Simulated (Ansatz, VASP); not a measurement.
Mn: VASP beside Ansatz

```
Mn
1.0
     0.00000    3.44305    1.88964
     1.89024    0.00000    1.88964
     1.89024    3.44305    0.00000
Mn
2
Direct
  0.15495 0.84505 0.15495
  0.84505 0.15495 0.84505
```

Alike in both runs: functional PBE; k mesh 8 × 8 × 8; occupations gaussian, width 0.1 eV; no spin polarisation.

Ansatz relaxed the structure, and its values are those at the end. VASP's run is a single point on that final structure, the one shown.

```csv
,VASP,Ansatz
version,VASP 6.6.1,Ansatz 0.2.0
potentials or method,"VASP PAW PBE potentials, release 64 (Mn_sv), cutoff 680 eV","scalar-relativistic, plane waves, PAW"
valence electrons in the cell,30,30
```

Ansatz gave:

```
gap on the k mesh at the Fermi level (eV) : none
pressure (GPa)                            : 0.0
rms of the force components (eV/Å)        : 0.011
```

Q: Estimate VASP's values.

A: gap on the k mesh at the Fermi level (eV): none; pressure (GPa): -1.1; rms of the force components (eV/Å): 0.021.

A gap of «none» marks a metal or a gap that the smearing closes.
